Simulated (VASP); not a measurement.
Crystal: TeF.

```
Te F
1.0
     0.00000    3.67534    3.67534
     3.67534    0.00000    3.67534
     3.67534    3.67534    0.00000
Te F
2 2
Direct
  0.75000 0.75000 0.75000
  0.50000 0.50000 0.50000
  0.25000 0.25000 0.25000
  0.00000 0.00000 0.00000
```

The cell was built from a structure type or drawn by symmetry, and may not be a known phase.

```yaml
Program: VASP 6.6.1
Task: relaxation of cell and atoms
Functional: PBE
Potentials_or_basis: VASP PAW PBE potentials, release 64 (Te, F)
Cutoff: 600 eV
k_mesh: 4 × 4 × 4
Occupations: gaussian, width 0.1 eV
Spin: no spin polarisation
```

At the start: pressure -11.8 GPa; volume 24.82 Å³/atom.

Q: Where does the relaxation end?

A: Over 3 steps the energy falls by 312.0 meV/atom and the volume is 18.53 Å³/atom (-25.3 %); space group Fd-3m (No. 227, to 0.1 Å) before and after.

The path:
```
step  energy change (eV)  largest force (eV/Å)  pressure (GPa)  volume (Å³)
   1              0.0000                0.0000          -11.78        99.29
   2             -1.2427                0.0000           -1.30        75.30
   3             -1.2479                0.0000           -0.11        74.13
```

Final structure:
```yaml
crystal:
  lattice:
    - [0.00000, 3.33423, 3.33423]
    - [3.33423, 0.00000, 3.33423]
    - [3.33423, 3.33423, 0.00000]
  atoms:
    - { symbol: Te, position: [0.75000, 0.75000, 0.75000] }
    - { symbol: Te, position: [0.50000, 0.50000, 0.50000] }
    - { symbol: F, position: [0.25000, 0.25000, 0.25000] }
    - { symbol: F, position: [0.00000, 0.00000, 0.00000] }
```

Caveat: the k points lie up to 0.41 Å⁻¹ apart in the final cell, too coarse for converged energies and pressures of a metal; the volume moved by over 15 % at a fixed basis, so the end points are rough.
